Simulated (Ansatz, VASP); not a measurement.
**One calculation of Ta, two programs**

```xyz
2
Lattice="2.7794 0.0000 0.0000 -1.3897 2.4070 0.0000 0.0000 0.0000 4.9508" Properties=species:S:1:pos:R:3 pbc="T T T"
Ta    1.3897    0.8023    3.7131
Ta    0.0000    1.6047    1.2377
```

Alike in both runs: task single point; functional LDA; k mesh 11 × 11 × 6; no spin polarisation.

```csv
,VASP,Ansatz
version,VASP 6.6.1,Ansatz 0.2.0
potentials or method,"VASP PAW LDA potentials, release 64 (Ta_pv), cutoff 520 eV","plane waves, PAW"
occupations,"methfessel-paxton of order 1, width 0.1 eV","cold, width 0.1 eV"
valence electrons in the cell,22,26
```

Ansatz gave:

- pressure (GPa): 15.8
- traceless stress, the component that is largest in VASP (GPa): -0.12

Q: Which values does VASP return?

A: Pressure (GPa): 16.9; traceless stress, the component that is largest in VASP (GPa): -0.03.

LDA's correlation is that of Perdew and Zunger in VASP and of Perdew and Wang (1992) in Ansatz. VASP's potentials hold 22 valence electrons a cell and Ansatz's 26, so a difference there can come from the potentials and not from the codes.

Neither program's run includes spin-orbit coupling.
